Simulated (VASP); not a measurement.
A run of VASP 6.6.1:

Contents of INCAR:

```
SYSTEM = Ga
ALGO = Normal ; EDIFF = 1E-6
ENCUT = 520 ; GGA = PE
ISIF = 2 ; ISMEAR = -1
LASPH = .TRUE. ; LCHARG = .FALSE.
LREAL = .FALSE. ; LWAVE = .FALSE.
NBANDS = 20 ; NELM = 80
PREC = Accurate ; SIGMA = 0.03
```

Contents of KPOINTS:

```
k-points
0
G
  14 14 11
  0 0 0
```

File POSCAR:

```
Ga
1.0
    1.3830000000     -4.0265000000      0.0000000000
    1.3830000000      4.0265000000      0.0000000000
   -0.1174500000      0.0000000000      3.3965286000
Ga
2
Direct
    0.8690000000      0.1310000000      0.2500000000
    0.1310000000      0.8690000000      0.7500000000
```

Potentials or basis: VASP PAW PBE potentials, release 64 (Ga_d).

Launch:

```console
$ cat potpaw_PBE.64/Ga_d/POTCAR > POTCAR
$ mpirun -np 1 vasp_std > vasp.out
```

Hardware: 1 thread of Intel(R) Xeon(R) Platinum 8488C (Sapphire Rapids) (shared host).

Problem. How long does it take, and how much memory?

Solution. Wall time 3.6 min on 1 thread of Intel(R) Xeon(R) Platinum 8488C (Sapphire Rapids) (shared host), peak memory 0.45 GiB. Counts: scf iterations 11, k points 582.
